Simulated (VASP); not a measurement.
Input of a VASP 6.6.1 run:

Contents of INCAR:

```
  PREC = Accurate
  ENCUT = 600
  EDIFF = 1E-6
  ISMEAR = 0
  SIGMA = 0.1
  LREAL = F
  LASPH = T
  NELM = 80
  ALGO = Normal
  ISIF = 3
  LWAVE = F
  LCHARG = F
  GGA = PE
  IBRION = 2
  NSW = 90
  EDIFFG = -0.04
```

File KPOINTS:

```
Automatic mesh
0
Gamma
  6 6 6
```

Contents of POSCAR:

```
C
1.0
   -1.8375021600      2.5955496900      3.1608819600
    1.8375021600     -2.5955496900      3.1608819600
    1.8375021600      2.5955496900     -3.1608819600
C
12
Direct
    0.8349697300      0.1293200000      0.2943502800
    0.1650302700      0.4593805500      0.2943502800
    0.8349697300      0.5406194500      0.7056497200
    0.1650302700      0.8706800000      0.7056497200
    0.2270504600      0.7149997000      0.9420501600
    0.7729495400      0.7149997000      0.4879492500
    0.7729495400      0.2850003000      0.0579498400
    0.2270504600      0.2850003000      0.5120507500
    0.5124953000      0.1610459200      0.3514493800
    0.4875047000      0.8389540800      0.6485506200
    0.8095965400      0.1610459200      0.6485506200
    0.1904034600      0.8389540800      0.3514493800
```

Potentials or basis: VASP PAW PBE potentials, release 64 (C).

Run with:

```sh
$ cat potpaw_PBE.64/C/POTCAR > POTCAR
$ mpirun -np 1 vasp_std > vasp.out
```

Estimate the relaxed cell.

a = 5.890 Å, b = 5.890 Å, c = 5.890 Å, α = 146.51°, β = 96.63°, γ = 92.90°.

What does it give for the band gap on the k mesh?

Zero (bands 24 and 25 overlap by 0.46 eV).

What does it give for the space group after relaxing (to 0.1 Å)?

Immm (No. 71).

What does it give for the relaxed volume?

8.99 Å³/atom.

Stress tensor (GPa, compression positive):
```
 0.22  0.00  0.00
 0.00 -0.01  0.00
 0.00  0.00 -0.34
```

Caveat: the volume moved by over 15 % at a fixed basis, so the end points are rough.
